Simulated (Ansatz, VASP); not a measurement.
Two plane-wave programs on Si11SnO24

```
Sn Si O
1.0
    -7.37484    4.25786    5.43163
     7.37484   -4.25786    5.43163
     2.45828    4.25786   -5.43163
Sn Si O
1 11 24
Direct
  0.38929 0.16669 0.21761
  0.89086 0.65843 0.20961
  0.90150 0.16425 0.74116
  0.40383 0.67487 0.75071
  0.26164 0.27800 0.53985
  0.77239 0.76246 0.53206
  0.76013 0.26292 0.03136
  0.27885 0.76776 0.05701
  0.34087 0.56142 0.24760
  0.83128 0.07097 0.24548
  0.84833 0.57240 0.73523
  0.32046 0.05630 0.69250
  0.67114 0.36242 0.42156
  0.12838 0.83470 0.38905
  0.14273 0.34083 0.94652
  0.64361 0.84768 0.94601
  0.90033 0.75238 0.74128
  0.37923 0.23582 0.69681
  0.38741 0.73031 0.23320
  0.86695 0.23754 0.23052
  0.29024 0.27235 0.33474
  0.80594 0.73524 0.32405
  0.81328 0.23915 0.84595
  0.32611 0.76364 0.86612
  0.53423 0.58713 0.35633
  0.02662 0.10288 0.36521
  0.03873 0.59605 0.86166
  0.51858 0.09196 0.83520
  0.34868 0.49823 0.75184
  0.84856 0.97958 0.71866
  0.84998 0.48702 0.21539
  0.36234 0.98557 0.26859
  0.30049 0.59392 0.44935
  0.79151 0.09333 0.44468
  0.77850 0.57282 0.90281
  0.24702 0.06299 0.85427
```

Alike in both runs: functional PBE; k mesh 3 × 3 × 4; occupations fermi-dirac, width 0.01 eV; no spin polarisation.

Ansatz relaxed the structure, and its values are those at the end. VASP's run is a single point on that final structure, the one shown.

|  | VASP | Ansatz |
| --- | --- | --- |
| version | VASP 6.6.1 | Ansatz 0.2.0 |
| potentials or method | VASP PAW PBE potentials, release 64 (Sn_d, Si, O) | plane-wave PAW, scalar-relativistic |
| plane-wave cutoff (eV) | 520 | 420 |
| valence electrons in the cell | 202 | 202 |

```tsv
	VASP	Ansatz	Ansatz less VASP
gap on the k mesh at the Fermi level (eV)	4.34	4.36	+0.016
pressure (GPa)	3.4	3.2	-0.19
rms of the force components (eV/Å)	0.010	0.002	-0.0081
```

Ansatz's warnings: stress scf threshold loose.
